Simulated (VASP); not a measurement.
**SiNi3: single point with PBEsol**

The system is SiNi3, a slab with vacuum.

```
CELL_PARAMETERS angstrom
4.89494 0.00000 0.00000
-2.44747 4.23914 0.00000
0.00000 0.00000 22.99505
ATOMIC_POSITIONS crystal
Si 0.66667 0.33333 0.36964
Si 0.33333 0.66667 0.45655
Si 0.00000 0.00000 0.54386
Si 0.66667 0.33333 0.62932
Ni 0.16667 0.83333 0.36964
Ni 0.16667 0.33333 0.36964
Ni 0.66667 0.83333 0.36964
Ni 0.83333 0.16667 0.45655
Ni 0.83333 0.66667 0.45655
Ni 0.33333 0.16667 0.45655
Ni 0.49962 0.50038 0.54315
Ni 0.49962 0.99924 0.54315
Ni 0.00076 0.50038 0.54315
Ni 0.16497 0.83503 0.62921
Ni 0.16497 0.32993 0.62921
Ni 0.67007 0.83503 0.62921
```

```json
{"Program": "VASP 6.6.1", "Task": "single point", "Functional": "PBEsol", "Potentials or basis": "VASP PAW PBE potentials, release 64 (Si, Ni)", "Cutoff": "520 eV", "k mesh": "6 × 6 × 1", "Occupations": "gaussian, width 0.1 eV", "Spin": "no spin polarisation", "Dipole correction": "yes", "Further INCAR settings": "LREAL = Auto; ALGO = Fast; EDIFF = 1e-06; NBANDS = 82"}
```

The largest force is 0.277 eV/Å and the band gap on the k mesh is zero (bands 68 and 69 overlap by 0.18 eV).

Forces in eV/Å, atoms in the order of the input:
```
Si   0.000  0.000  0.118
Si   0.000  0.000 -0.277
Si   0.000  0.000  0.009
Si   0.000  0.000 -0.018
Ni   0.202 -0.117  0.123
Ni   0.000  0.234  0.123
Ni  -0.202 -0.117  0.123
Ni   0.080 -0.046 -0.078
Ni   0.000  0.092 -0.078
Ni  -0.080 -0.046 -0.078
Ni   0.000  0.000 -0.008
Ni   0.000 -0.001 -0.008
Ni   0.000  0.000 -0.008
Ni   0.020 -0.011  0.018
Ni   0.000  0.023  0.018
Ni  -0.020 -0.011  0.018
```

Levels at points of the mesh, in eV from the Fermi level:
```csv
k point,band 65,band 66,band 67,band 68,band 69,band 70,band 71,band 72
"(0.00, 0.00, 0.00)",-0.05,-0.05,-0.04,0.09,0.09,0.11,0.13,0.56
"(0.50, 0.00, 0.00)",-0.29,-0.12,-0.12,-0.01,0.33,0.74,0.84,0.86
```

Wall time 6.6 min on 1 thread of AMD EPYC 9R45 96-Core Processor (Zen 5), with other jobs on the host, peak memory 0.56 GiB.

Caveat: the PAW data sets were made with another functional, which shifts forces and pressure a little. Spin polarisation is off, so any magnetic state and its effect on volume and gap are missing.
